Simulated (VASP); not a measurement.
A run of VASP 6.6.1 is set up as follows.

File POSCAR:

```
W
1.0
   -0.0970528968      1.9826520351      1.9826520351
    1.9826520351     -0.0970528968      1.9826520351
    1.9826520351      1.9826520351     -0.0970528968
W
1
Direct
    0.0000000000      0.0000000000      0.0000000000
```

The input INCAR.step1:

```
  ALGO = Normal
  EDIFF = 1E-4
  ENCUT = 520
  GGA = PE
  ISMEAR = 0
  LASPH = True
  LCHARG = False
  LREAL = False
  LWAVE = True
  NBANDS = 13
  NELM = 60
  PREC = Accurate
  SIGMA = 0.15
```

File INCAR.step2:

```
  ALGO = Normal
  EDIFF = 1E-6
  ENCUT = 520
  ISIF = 2
  ISMEAR = 0
  ISTART = 1
  LASPH = True
  LCHARG = False
  LMIXTAU = True
  LREAL = False
  LWAVE = False
  METAGGA = R2SCAN
  NBANDS = 13
  NELM = 60
  PREC = Accurate
  SIGMA = 0.15
```

KPOINTS

```
k-points
0
Gamma
  22 22 22
```

Potentials or basis: VASP PAW PBE potentials, release 64 (W_sv).

Launch:

```sh
$ cat potpaw_PBE.64/W_sv/POTCAR > POTCAR
$ cp INCAR.step1 INCAR
$ mpirun -np 1 vasp_std > vasp.out
$ cp INCAR.step2 INCAR
$ mpirun -np 1 vasp_std > vasp.out
```

(1) What does it give for the band gap on the k mesh?

(2) Estimate the pressure.

Results:

(1) zero (bands 7 and 8 overlap by 3.53 eV).

(2) -7.2 GPa.

Caveat: the cell stands under tension; the PAW data sets were made with another functional, which shifts forces and pressure a little; spin-orbit coupling is left out, which moves the levels of the heavy elements.
